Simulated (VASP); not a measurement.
Set up this calculation in VASP 6.6.1, as the native input.

```
Task                   : single point
Functional             : LDA
Potentials or basis    : VASP PAW LDA potentials, release 64 (K_sv, Cl)
Cutoff                 : 520 eV
k mesh                 : 7 × 7 × 7
Occupations            : fermi-dirac, width 0.03 eV
Spin                   : no spin polarisation
Dipole correction      : no
Further INCAR settings : ALGO = Normal; EDIFF = 1e-06; NBANDS = 15
```

The structure of KCl lies in POSCAR:

```
KCl
1.0
    0.0000000000      3.1770019336      3.1770019336
    3.1770019336      0.0000000000      3.1770019336
    3.1770019336      3.1770019336      0.0000000000
K Cl
1 1
Direct
    0.0000000000      0.0000000000      0.0000000000
    0.5000000000      0.5000000000      0.5000000000
```

One way to write it, as run:

INCAR

```
SYSTEM = KCl
PREC = Accurate
ENCUT = 520
EDIFF = 1E-6
ISMEAR = -1
SIGMA = 0.03
LREAL = .FALSE.
LASPH = .TRUE.
NELM = 60
ALGO = Normal
ISIF = 2
LWAVE = .FALSE.
LCHARG = .FALSE.
GGA = CA
NBANDS = 15
```

KPOINTS

```
Automatic mesh
0
G
  7 7 7
  0 0 0
```

Potentials or basis: VASP PAW LDA potentials, release 64 (K_sv, Cl).

Run with:

```sh
$ cat potpaw_LDA.64/K_sv/POTCAR potpaw_LDA.64/Cl/POTCAR > POTCAR
$ mpirun -np 1 vasp_std > vasp.out
```

It gave:

```yaml
Pressure: -2.3 GPa
Band_gap_on_the_k_mesh: 4.65 eV
```

Caveat: an odd mesh through Γ misses points on the zone boundary, where band edges can lie.

It took 36 s on 1 thread of AMD EPYC 7R13 (shared host), peak memory 0.14 GiB.
